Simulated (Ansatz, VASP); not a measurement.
Given: the input of a run of VASP 6.6.1 on BN.

INCAR

```
SYSTEM = BN
PREC = Accurate
ENCUT = 520
EDIFF = 1E-6
ISMEAR = -1
SIGMA = 0.05
LREAL = .False.
LASPH = .True.
NELM = 60
ALGO = Normal
ISIF = 2
LWAVE = .False.
LCHARG = .True.
GGA = CA
LELF = .True.
LVHAR = .True.
NBANDS = 11
```

Contents of KPOINTS:

```
Automatic mesh
0
Gamma
  13 13 13
  0 0 0
```

POSCAR

```
BN
1.0
    0.0000000000      3.5638688387      2.2085744028
    1.2761801381      0.0000000000      2.2085744028
    1.2761801381      3.5638688387      0.0000000000
N B
1 1
Direct
    0.6666513400      0.6666513400      0.3333486600
    0.0000486500      0.0000486500      0.9999513500
```

Potentials or basis: VASP PAW LDA potentials, release 64 (N, B).

The run is started by

```sh
$ cat potpaw_LDA.64/N/POTCAR potpaw_LDA.64/B/POTCAR > POTCAR
$ mpirun -np 1 vasp_std > vasp.out
```

**Question.** Set up the same calculation for Ansatz 0.2.0. Potentials there: all-electron LAPW, scalar-relativistic.

**Answer.** As run (the cutoff follows the program's own potentials):

The input input.yaml:

```yaml
crystal:
  lattice:
    - [0.0, 3.5638688387, 2.2085744028]
    - [1.2761801381, 0.0, 2.2085744028]
    - [1.2761801381, 3.5638688387, 0.0]
  atoms:
    - { symbol: "N", position: [0.66665134, 0.66665134, 0.33334866] }
    - { symbol: B, position: [4.865e-05, 4.865e-05, 0.99995135] }
kpoints:
  mp_grid: { grid: [13, 13, 13] }
scf:
  occupations: { method: fermi_dirac, width: 0.05 }
hamiltonian:
  xc: lda
  pseudopotentials: { kind: all_electron, lapw: { basis_error: 0.001 } }
output:
  forces: true
  stress: true
  eigenvalues: true
```

Potentials or basis: all-electron LAPW, scalar-relativistic.

Run with:

```bash
$ ansatz run input.yaml --threads 1 --pin off --max-ram 3072MiB --backend cpu --events-out ev --progress --plain --runs-dir out
```

Both were run:

|  | VASP | Ansatz | Ansatz less VASP |
| --- | --- | --- | --- |
| gap on the k mesh at the Fermi level (eV) | 3.66 | 3.67 | +0.009 |
| least direct gap on the mesh (eV) | 4.37 | 4.38 | +0.006 |
| pressure (GPa) | -15.6 | -15.9 | -0.26 |
| traceless stress, the component that is largest in VASP (GPa) | 14.24 | 14.65 | +0.407 |
| rms of the force components (eV/Å) | 0.005 | 0.005 | -0.0001 |

LDA's correlation is that of Perdew and Zunger in VASP and of Perdew and Wang (1992) in Ansatz. Atom by atom the forces differ by 0.000 eV/Å (rms over components). Ansatz ran all-electron here, and VASP with PAW potentials.
